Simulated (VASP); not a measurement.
# BiTe (Fm-3m) in VASP: a series of runs, part 3 of 3

VASP 6.6.1. Earlier steps stand in the parts before.

### 6 Relaxation of cell and atoms, r2SCAN, target pressure 12 GPa, at which the enthalpy is minimised

This run uses another cell than the first one: it holds 2 atoms, not 4.

File POSCAR:

```
BiTe
1.0
    0.0000000000      3.0792064600      3.0792064600
    3.0792064600      0.0000000000      3.0792064600
    3.0792064600      3.0792064600      0.0000000000
Bi Te
1 1
Direct
    0.0000000000      0.0000000000      0.0000000000
    0.5000000000      0.5000000000      0.5000000000
```

File INCAR.step1:

```
SYSTEM = BiTe
PREC     = Accurate       ! precision mode
ENCUT    = 600            ! plane-wave cutoff, eV
ISMEAR   = 0              ! smearing method
SIGMA    = 0.1            ! smearing width, eV
LREAL    = .False.        ! projectors in reciprocal space
LASPH    = .True.         ! aspherical terms in the spheres
NELM     = 80             ! most SCF steps
GGA      = PE             ! functional
ALGO     = Normal         ! electronic algorithm
EDIFF    = 1E-4           ! SCF threshold, eV
LWAVE    = .True.         ! write WAVECAR
LCHARG   = .False.        ! write CHGCAR
```

File INCAR.step2:

```
SYSTEM = BiTe
PREC     = Accurate       ! precision mode
ENCUT    = 600            ! plane-wave cutoff, eV
EDIFF    = 1E-6           ! SCF threshold, eV
ISMEAR   = 0              ! smearing method
SIGMA    = 0.1            ! smearing width, eV
LREAL    = .False.        ! projectors in reciprocal space
LASPH    = .True.         ! aspherical terms in the spheres
NELM     = 80             ! most SCF steps
ALGO     = Normal         ! electronic algorithm
ISIF     = 3              ! what is computed and relaxed
LWAVE    = .False.        ! write WAVECAR
LCHARG   = .False.        ! write CHGCAR
METAGGA  = R2SCAN         ! meta-GGA
LMIXTAU  = .True.       
IBRION   = 2              ! ionic algorithm
NSW      = 70             ! ionic steps
EDIFFG   = -0.008         ! ionic threshold
PSTRESS  = 120.0        
ISTART   = 1
```

File KPOINTS:

```
Automatic mesh
0
Gamma
  12 12 12
  0 0 0
```

Potentials or basis: VASP PAW PBE potentials, release 64 (Bi_d, Te).

Run with:

```bash
$ cat potpaw_PBE.64/Bi_d/POTCAR potpaw_PBE.64/Te/POTCAR > POTCAR
$ cp INCAR.step1 INCAR
$ mpirun -np 1 vasp_std > vasp.out
$ cp INCAR.step2 INCAR
$ mpirun -np 1 vasp_std > vasp.out
```

OUTCAR:

```text
SYSTEM = BiTe
   PREC = Accurate
   ENCUT = 600
   EDIFF = 1E-6
   ISMEAR = 0
   LREAL = .False.
   LASPH = .True.
   NELM = 80
   ISIF = 3
   METAGGA = R2SCAN
   IBRION = 2
   NSW = 70
   EDIFFG = -0.008
   PSTRESS = 120.0
   ISTART = 1

 ion  position               nearest neighbor table
   1  0.000  0.000  0.000-   2 3.08   2 3.08   2 3.08   2 3.08   2 3.08   2 3.08
   2  0.500  0.500  0.500-   1 3.08   1 3.08   1 3.08   1 3.08   1 3.08   1 3.08

  LATTYP: Found a face centered cubic cell.
 ALAT       =     6.1584129200

  Lattice vectors:

 A1 = (   0.0000000000,   3.0792064600,   3.0792064600)
 A2 = (   3.0792064600,   0.0000000000,   3.0792064600)
 A3 = (   3.0792064600,   3.0792064600,   0.0000000000)

Analysis of symmetry for initial positions (statically):
=====================================================================
 Subroutine PRICEL returns:
[... 270 lines left out ...]
      4     -15.2618      2.00000
      5     -15.2618      2.00000
      6      -6.7199      2.00000
      7       1.1874      2.00000
      8       5.4601      2.00000
      9       5.4601      2.00000
     10       5.4601      2.00000
     11      11.3473      0.00000
     12      11.3474      0.00000
     13      11.3474      0.00000
     14      13.4638      0.00000
[... 377 lines left out ...]
      1     -15.2978      2.00000
      2     -15.2901      2.00000
      3     -15.2566      2.00000
      4     -15.2495      2.00000
      5     -15.2467      2.00000
      6      -4.0823      2.00000
      7      -3.4069      2.00000
      8       3.9204      2.00000
      9       5.4721      2.00000
     10       5.9513      2.00000
     11       8.8635      0.23681
     12       9.2523      0.00000
     13      11.1759      0.00000
     14      15.3094      0.00000

 [... further k-points ...]

------------------------ aborting loop because EDIFF is reached ----------------------------------------

  FORCE on cell =-STRESS in cart. coord.  units (eV):
  Direction    XX          YY          ZZ          XY          YZ          ZX
  --------------------------------------------------------------------------------------
  -------------------------------------------------------------------------------------
  Total        4.3106586      4.3106586      4.3106586     -0.0000000      0.0000000     -0.0000000
  in kB      119.9628850    119.9628850    119.9628850     -0.0000000      0.0000000     -0.0000000
  external PRESSURE =      -0.0371150 kB  Pullay stress =     120.0000000 kB
[... 21 lines left out ...]
  energy  without entropy=      -83.7022860171  energy(sigma->0) =      -83.70489476

  enthalpy is  TOTEN    =       -79.3955112002 eV   P V=        4.3119922960

 reached required accuracy - stopping structural energy minimisation
```

OSZICAR.step1:

```text
N       E                     dE             d eps       ncg     rms          rms(c)
DAV:   1     0.167840894231E+03    0.16784E+03   -0.11200E+04  2022   0.168E+03
DAV:   2     0.544886183310E+01   -0.16239E+03   -0.16007E+03  2100   0.400E+02
DAV:   3    -0.659007497554E+01   -0.12039E+02   -0.11861E+02  2658   0.109E+02
DAV:   4    -0.687214027369E+01   -0.28207E+00   -0.28121E+00  2308   0.187E+01
DAV:   5    -0.688294571971E+01   -0.10805E-01   -0.10805E-01  2826   0.350E+00    0.851E+00
DAV:   6    -0.687003934485E+01    0.12906E-01   -0.40751E-02  2570   0.167E+00    0.526E+00
DAV:   7    -0.687187734873E+01   -0.18380E-02   -0.24117E-02  2474   0.111E+00    0.205E-01
DAV:   8    -0.687119749807E+01    0.67985E-03   -0.48823E-03  2374   0.600E-01    0.164E-01
DAV:   9    -0.687130028606E+01   -0.10279E-03   -0.41885E-04  2224   0.146E-01    0.122E-01
DAV:  10    -0.687130003321E+01    0.25284E-06   -0.57023E-06  1110   0.254E-02
   1 F= -.68713000E+01 E0= -.68686128E+01  d E =-.537439E-02
```

It took 15 min on 1 thread of Oxide Virtual Turin-like, shared host; peak memory 0.26 GiB.

Results:

| Quantity | Value |
| --- | --- |
| Free energy | -83.7075 eV |
| Relaxed volume | 28.79 Å³/atom |
| Relaxed cell | a = 4.334 Å, b = 4.334 Å, c = 4.334 Å, α = 60.00°, β = 60.00°, γ = 60.00° |
| Space group after relaxing (to 0.1 Å) | Fm-3m (No. 225) |
| Energy change on relaxing (the run minimises the enthalpy) | +28.9 meV/atom |
| Ionic steps | 3 |
| Pressure after relaxing | 12.0 GPa |
| Band gap on the k mesh | zero (an odd number of electrons rules out a gap without spin polarisation) |

Step by step:
| step | energy change (eV) | largest force (eV/Å) | pressure (GPa) | volume (Å³) |
| --- | --- | --- | --- | --- |
| 1 | 0.0000 | 0.0000 | 10.60 | 58.39 |
| 2 | 0.1660 | 0.0000 | 14.47 | 56.26 |
| 3 | 0.0577 | 0.0000 | 12.00 | 57.57 |

Final structure:
```
Bi Te
1.0
     0.00000    3.06473    3.06473
     3.06473    0.00000    3.06473
     3.06473    3.06473    0.00000
Bi Te
1 1
Direct
  0.00000 0.00000 0.00000
  0.50000 0.50000 0.50000
```

Caveat: the cell is relaxed towards a set pressure, so the run minimises the enthalpy, not the energy; the PAW data sets were made with another functional, which shifts forces and pressure a little; spin-orbit coupling is left out, which moves the levels of the heavy elements; an odd number of electrons without spin polarisation forces a metal; a magnetic or distorted state may lie lower.

### 7 Relaxation of cell and atoms, r2SCAN, target pressure 90 GPa, at which the enthalpy is minimised

This run uses another cell than the first one: it holds 2 atoms, not 4.

File POSCAR:

```
BiTe
1.0
    0.0000000000      2.7588525548      2.7588525548
    2.7588525548      0.0000000000      2.7588525548
    2.7588525548      2.7588525548      0.0000000000
Bi Te
1 1
Direct
    0.0000000000      0.0000000000      0.0000000000
    0.5000000000      0.5000000000      0.5000000000
```

File INCAR.step1:

```
SYSTEM = BiTe
ALGO = Normal ; EDIFF = 1E-4
ENCUT = 600 ; GGA = PE
ISMEAR = 0 ; LASPH = .TRUE.
LCHARG = .FALSE. ; LREAL = .FALSE.
LWAVE = .TRUE. ; NELM = 60
PREC = Accurate ; SIGMA = 0.1
```

File INCAR.step2:

```
SYSTEM = BiTe
ALGO = Normal ; EDIFF = 1E-6
EDIFFG = -0.008 ; ENCUT = 600
IBRION = 2 ; ISIF = 3
ISMEAR = 0 ; ISTART = 1
LASPH = .TRUE. ; LCHARG = .FALSE.
LMIXTAU = .TRUE. ; LREAL = .FALSE.
LWAVE = .FALSE. ; METAGGA = R2SCAN
NELM = 60 ; NSW = 70
PREC = Accurate ; PSTRESS = 900.0
SIGMA = 0.1
```

File KPOINTS:

```
k-points
0
G
  14 14 14
  0 0 0
```

Potentials or basis: VASP PAW PBE potentials, release 64 (Bi_d, Te).

Run with:

```bash
$ cat potpaw_PBE.64/Bi_d/POTCAR potpaw_PBE.64/Te/POTCAR > POTCAR
$ cp INCAR.step1 INCAR
$ mpirun -np 1 vasp_std > vasp.out
$ cp INCAR.step2 INCAR
$ mpirun -np 1 vasp_std > vasp.out
```

OUTCAR:

```text
SYSTEM = BiTe
   EDIFF = 1E-6
   EDIFFG = -0.008
   ENCUT = 600
   IBRION = 2
   ISIF = 3
   ISMEAR = 0
   ISTART = 1
   LASPH = .TRUE.
   LREAL = .FALSE.
   METAGGA = R2SCAN
   NELM = 60
   NSW = 70
   PREC = Accurate
   PSTRESS = 900.0

 ion  position               nearest neighbor table
   1  0.000  0.000  0.000-   2 2.76   2 2.76   2 2.76   2 2.76   2 2.76   2 2.76
   2  0.500  0.500  0.500-   1 2.76   1 2.76   1 2.76   1 2.76   1 2.76   1 2.76

  LATTYP: Found a face centered cubic cell.
 ALAT       =     5.5177051096

  Lattice vectors:

 A1 = (   0.0000000000,   2.7588525548,   2.7588525548)
 A2 = (   2.7588525548,   0.0000000000,   2.7588525548)
 A3 = (   2.7588525548,   2.7588525548,   0.0000000000)

Analysis of symmetry for initial positions (statically):
=====================================================================
 Subroutine PRICEL returns:
 Original cell was already a primitive cell.

 Routine SETGRP: Setting up the symmetry group for a
 face centered cubic supercell.

 Subroutine GETGRP returns: Found 48 space group operations
 (whereof 48 operations were pure point group operations)
 out of a pool of 48 trial point group operations.

The static configuration has the point symmetry O_h .

Analysis of symmetry for dynamics (positions and initial velocities):
[... 311 lines left out ...]

 number of electron      21.0000003 magnetization

 Free energy of the ion-electron system (eV)
  ---------------------------------------------------
  ext. energy  EPLUGINS =         0.00000000
  ---------------------------------------------------
  free energy    TOTEN  =       -79.22231532 eV

  energy without entropy =      -79.21656397  energy(sigma->0) =      -79.21943965

 E-fermi :  15.2929     XC(G=0): -12.7917

 val. band max:       15.2853438204   @ k =   0.2857   0.1429   0.0714
 cond. band min:      15.3227255012   @ k =  -0.1429   0.2143   0.0714
 fundamental gap:      0.0373816809
 Fermi energy:        15.2929441203

 k-point     1 :       0.0000    0.0000    0.0000
  band No.  band energies     occupation
      1      -9.9450      2.00000
      2      -9.9450      2.00000
      3      -9.8722      2.00000
      4      -9.8722      2.00000
      5      -9.8722      2.00000
      6      -4.5359      2.00000
      7      10.0548      2.00000
      8      10.4377      2.00000
      9      10.4377      2.00000
     10      10.4377      2.00000
     11      18.2527      0.00000
     12      18.2527      0.00000
     13      18.2527      0.00000
     14      19.0136      0.00000
[... 377 lines left out ...]
      1     -10.0273      2.00000
      2      -9.9484      2.00000
      3      -9.8814      2.00000
      4      -9.8381      2.00000
      5      -9.8303      2.00000
      6      -3.2643      2.00000
      7       4.9216      2.00000
      8       9.3553      2.00000
      9      10.0250      2.00000
     10      11.7739      2.00000
     11      16.2900      0.00000
     12      17.2251      0.00000
     13      17.6860      0.00000
     14      18.2045      0.00000

 [... further k-points ...]

------------------------ aborting loop because EDIFF is reached ----------------------------------------

  FORCE on cell =-STRESS in cart. coord.  units (eV):
  Direction    XX          YY          ZZ          XY          YZ          ZX
  --------------------------------------------------------------------------------------
  -------------------------------------------------------------------------------------
  Total       22.3987765     22.3987765     22.3987765      0.0000000      0.0000000     -0.0000000
  in kB      899.5344574    899.5344574    899.5344574      0.0000000      0.0000000     -0.0000000
  external PRESSURE =      -0.4655426 kB  Pullay stress =     900.0000000 kB
[... 21 lines left out ...]
  energy  without entropy=      -79.2165639718  energy(sigma->0) =      -79.21943965

  enthalpy is  TOTEN    =       -56.8119466608 eV   P V=       22.4103686639

 reached required accuracy - stopping structural energy minimisation
```

OUTCAR.step1:

```text
SYSTEM = BiTe
   EDIFF = 1E-4
   ENCUT = 600
   GGA = PE
   ISMEAR = 0
   LASPH = .TRUE.
   LREAL = .FALSE.
[... 628 lines left out ...]
      0.00000      0.00000      0.00000        -0.000000      0.000000      0.000000
      2.75885      2.75885      2.75885         0.000000     -0.000000     -0.000000
 -----------------------------------------------------------------------------------
    total drift:                                0.000000     -0.000000     -0.000000

  FREE ENERGIE OF THE ION-ELECTRON SYSTEM (eV)
  ---------------------------------------------------
  free  energy   TOTEN  =        -3.3814928732 eV

  energy  without entropy=       -3.3770388354  energy(sigma->0) =       -3.37926585
```

Wall time 19 min (1 thread of Oxide Virtual Turin-like, shared host); peak memory 0.23 GiB.

What came out:

| Quantity | Value |
| --- | --- |
| Free energy | -79.2223 eV |
| Relaxed volume | 19.95 Å³/atom |
| Relaxed cell | a = 3.835 Å, b = 3.835 Å, c = 3.835 Å, α = 60.00°, β = 60.00°, γ = 60.00° |
| Space group after relaxing (to 0.1 Å) | Fm-3m (No. 225) |
| Energy change on relaxing (the run minimises the enthalpy) | +531.3 meV/atom |
| Ionic steps | 5 |
| Pressure after relaxing | 90.0 GPa |
| Band gap on the k mesh | zero (an odd number of electrons rules out a gap without spin polarisation) |

Step by step:
```tsv
step	energy change (eV)	largest force (eV/Å)	pressure (GPa)	volume (Å³)
1	0.0000	0.0000	72.53	42.00
2	11.4366	0.0000	266.23	29.56
3	0.9132	0.0000	87.59	40.16
4	1.0310	0.0000	89.49	39.95
5	1.0625	0.0000	89.95	39.89
```

Final structure:
```
CELL_PARAMETERS angstrom
0.00000 2.71204 2.71204
2.71204 0.00000 2.71204
2.71204 2.71204 0.00000
ATOMIC_POSITIONS crystal
Bi 0.00000 0.00000 0.00000
Te 0.50000 0.50000 0.50000
```

Caveat: the cell is relaxed towards a set pressure, so the run minimises the enthalpy, not the energy; the PAW data sets were made with another functional, which shifts forces and pressure a little; spin-orbit coupling is left out, which moves the levels of the heavy elements; an odd number of electrons without spin polarisation forces a metal; a magnetic or distorted state may lie lower.

### 8 The runs side by side

```tsv
task	cell	k mesh	cutoff (eV)	gap on the mesh (eV)	pressure (GPa)
single point	a = 4.504, b = 4.504, c = 6.370 Å, 4 atoms, atomic positions A	10 × 10 × 8	520	none	2.6
single point	a = 4.573, b = 4.573, c = 6.467 Å, 4 atoms, atomic positions A	10 × 10 × 8	520	none	0.0
relaxation of cell and atoms	relaxed to 4 GPa from a = 4.469 Å, angles 60.0°, 2 atoms, atomic positions B	12 × 12 × 12	600	none	4.0
relaxation of cell and atoms	relaxed to 1 GPa from a = 4.558 Å, angles 60.0°, 2 atoms, atomic positions B	12 × 12 × 12	600	none	1.0
relaxation of cell and atoms	relaxed to 12 GPa from a = 4.355 Å, angles 60.0°, 2 atoms, atomic positions B	12 × 12 × 12	600	none	12.0
relaxation of cell and atoms	relaxed to 90 GPa from a = 3.902 Å, angles 60.0°, 2 atoms, atomic positions B	14 × 14 × 14	600	none	90.0
```

Alike in all rows: level r2SCAN; potentials or basis VASP PAW PBE potentials, release 64 (Bi_d, Te); no spin polarisation; smearing gaussian 0.1 eV.

Caveats: the PAW data sets were made with another functional, which shifts forces and pressure a little; spin-orbit coupling is left out, which moves the levels of the heavy elements; the cell is relaxed towards a set pressure, so the run minimises the enthalpy, not the energy (at least some runs); an odd number of electrons without spin polarisation forces a metal (at least some runs); a magnetic or distorted state may lie lower (at least some runs).

Absolute energies hang on the potentials; compare differences alone.

The gap in the log of VASP goes by the Fermi energy; the results here count the filled bands.